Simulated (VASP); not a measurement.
MnNiB3, 5 atoms in the cell. It takes space group Pm-3m (No. 221, cubic). The conventional cell has a = 3.721 Å, b = 3.721 Å, c = 3.721 Å, α = 90.00°, β = 90.00°, γ = 90.00°. Mn (site symmetry m-3m) has 6 B at 1.86 Å within 2.5 Å. Within 3.5 Å of Ni (site symmetry m-3m) lie 12 B at 2.63 Å and 8 Mn at 3.22 Å. B (site symmetry 4/mmm) has 2 Mn at 1.86 Å within 2.5 Å. The cell was generated, and may not be a known phase.

- Program: VASP 6.6.1
- Task: single point
- Functional: PBE
- Potentials or basis: VASP PAW PBE potentials, release 64 (Mn_pv, Ni, B)
- Cutoff: 520 eV
- k mesh: 10 × 10 × 10
- Occupations: gaussian, width 0.1 eV
- Spin: no spin polarisation
- Dipole correction: no
- Further INCAR settings: ALGO = Normal; EDIFF = 1e-07; NBANDS = 24

Potentials or basis: VASP PAW PBE potentials, release 64 (Mn_pv, Ni, B).

Command:

```sh
$ cat potpaw_PBE.64/Mn_pv/POTCAR potpaw_PBE.64/Ni/POTCAR potpaw_PBE.64/B/POTCAR > POTCAR
$ mpirun -np 1 vasp_std > vasp.out
```

Hardware: 1 thread of Intel(R) Xeon(R) Platinum 8488C (Sapphire Rapids) (shared host).

Q: How long does it take, and how much memory?

A: It took 60 s on 1 thread of Intel(R) Xeon(R) Platinum 8488C (Sapphire Rapids) (shared host), peak memory 0.2 GiB. Counts: scf iterations 18, k points 56.
